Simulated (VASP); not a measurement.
Here is a VASP 6.6.1 calculation.

File INCAR:

```
ALGO     = Normal         # electronic algorithm
EDIFF    = 1E-7           # SCF threshold, eV
ENCUT    = 520            # plane-wave cutoff, eV
GGA      = PE             # functional
ISIF     = 2              # what is computed and relaxed
ISMEAR   = 0              # smearing method
LASPH    = T              # aspherical terms in the spheres
LCHARG   = F              # write CHGCAR
LREAL    = F              # projectors in reciprocal space
LWAVE    = F              # write WAVECAR
NBANDS   = 33             # bands
NELM     = 80             # most SCF steps
PREC     = Accurate       # precision mode
SIGMA    = 0.1            # smearing width, eV
```

Contents of KPOINTS:

```
k-points
0
Gamma
  12 12 10
```

Contents of POSCAR:

```
Cu4O
1.0
    4.9763307927      0.0000000000      0.0000000000
   -2.4881653963      4.3096288841      0.0000000000
    0.0000000000      0.0000000000      3.5633304546
Cu O
4 1
Direct
    0.0000000000      0.0000000000      0.0000000000
    0.5000000000      0.0000000000      0.0000000000
    0.0000000000      0.5000000000      0.0000000000
    0.5000000000      0.5000000000      0.0000000000
    0.0000000000      0.0000000000      0.5000000000
```

Potentials or basis: VASP PAW PBE potentials, release 64 (Cu, O).

Run with:

```bash
$ cat potpaw_PBE.64/Cu/POTCAR potpaw_PBE.64/O/POTCAR > POTCAR
$ mpirun -np 1 vasp_std > vasp.out
```

Question: Estimate the pressure.

Answer: 0.5 GPa.

Question: What does it give for the band gap on the k mesh?

Answer: Zero (bands 25 and 26 overlap by 1.30 eV).

Stress tensor (GPa, compression positive):
```
0.30 0.00 0.00
0.00 0.30 0.00
0.00 0.00 0.84
```

With open d or f shells a metallic result of PBE can be an artefact of self-interaction; +U or a hybrid may open a gap.
